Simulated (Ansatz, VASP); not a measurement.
## Al in VASP and in Ansatz

```xyz
4
Lattice="2.7552 0.0000 0.0000 -1.3776 2.3861 0.0000 0.0000 0.0000 9.6455" Properties=species:S:1:pos:R:3 pbc="T T T"
Al    0.0000    0.0000    0.0000
Al    0.0000    1.5907    2.4114
Al    0.0000    0.0000    4.8228
Al    1.3776    0.7954    7.2342
```

Alike in both runs: task single point; functional PBE; dispersion D3(BJ); k mesh 18 × 18 × 6; occupations gaussian, width 0.15 eV; no spin polarisation.

|  | VASP | Ansatz |
| --- | --- | --- |
| version | VASP 6.6.1 | Ansatz 0.2.0 |
| potentials or method | VASP PAW PBE potentials, release 64 (Al), cutoff 520 eV | scalar-relativistic, plane waves, PAW |
| valence electrons in the cell | 12 | 12 |

```tsv
	VASP	Ansatz	Ansatz less VASP
gap on the k mesh at the Fermi level (eV)	none	none	-
pressure (GPa)	0.6	0.6	+0.03
traceless stress, the component that is largest in VASP (GPa)	-3.52	-3.53	-0.010
```

A gap of «none» marks a metal or a gap that the smearing closes.
